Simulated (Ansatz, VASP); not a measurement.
**InP in VASP and in Ansatz**

```
In P
1.0
     0.00000    2.91402    2.91402
     2.91402    0.00000    2.91402
     2.91402    2.91402    0.00000
In P
1 1
Direct
  0.00000 0.00000 0.00000
  0.75000 0.75000 0.75000
```

Alike in both runs: functional LDA; k mesh 10 × 10 × 10; occupations gaussian, width 0.02 eV; no spin polarisation.

Ansatz relaxed the structure, and its values are those at the end. VASP's run is a single point on that final structure, the one shown.

|  | VASP | Ansatz |
| --- | --- | --- |
| version | VASP 6.6.1 | Ansatz 0.2.0 |
| potentials or method | VASP PAW LDA potentials, release 64 (In_d, P), cutoff 500 eV | scalar-relativistic, plane waves, PAW |
| valence electrons in the cell | 18 | 18 |

VASP gave:

| Quantity | Value |
| --- | --- |
| gap on the k mesh at the Fermi level (eV) | 0.60 |
| pressure (GPa) | 0.0 |

Problem. Which values does Ansatz return?

Solution. gap on the k mesh at the Fermi level (eV): 0.57; pressure (GPa): 0.0.

LDA's correlation is that of Perdew and Zunger in VASP and of Perdew and Wang (1992) in Ansatz.
